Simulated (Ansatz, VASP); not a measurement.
One calculation of Al3Ni2, two programs

```xyz
5
Lattice="4.0172 0.0000 0.0000 -2.0086 3.4790 0.0000 0.0000 0.0000 4.8434" Properties=species:S:1:pos:R:3 pbc="T T T"
Al    0.0000    0.0000    0.0000
Al    0.0000    2.3193    3.1390
Al    2.0086    1.1597    1.7043
Ni    0.0000    2.3193    0.7096
Ni    2.0086    1.1597    4.1337
```

Alike in both runs: functional r2SCAN; k mesh 6 × 6 × 4; occupations gaussian, width 0.1 eV; no spin polarisation.

Ansatz relaxed the structure, and its values are those at the end. VASP's run is a single point on that final structure, the one shown.

|  | VASP | Ansatz |
| --- | --- | --- |
| version | VASP 6.6.1 | Ansatz 0.2.0 |
| potentials or method | VASP PAW PBE potentials, release 64 (Al, Ni), cutoff 520 eV | scalar-relativistic, plane waves, PAW |
| valence electrons in the cell | 29 | 45 |

|  | VASP | Ansatz | Ansatz less VASP |
| --- | --- | --- | --- |
| gap on the k mesh at the Fermi level (eV) | none | none | - |
| pressure (GPa) | -0.3 | -0.1 | +0.22 |
| rms of the force components (eV/Å) | 0.006 | 0.004 | -0.0017 |

VASP's potentials were made for PBE, not for r2SCAN. A gap of «none» marks a metal or a gap that the smearing closes. VASP's potentials hold 29 valence electrons a cell and Ansatz's 45, so a difference there can come from the potentials and not from the codes.
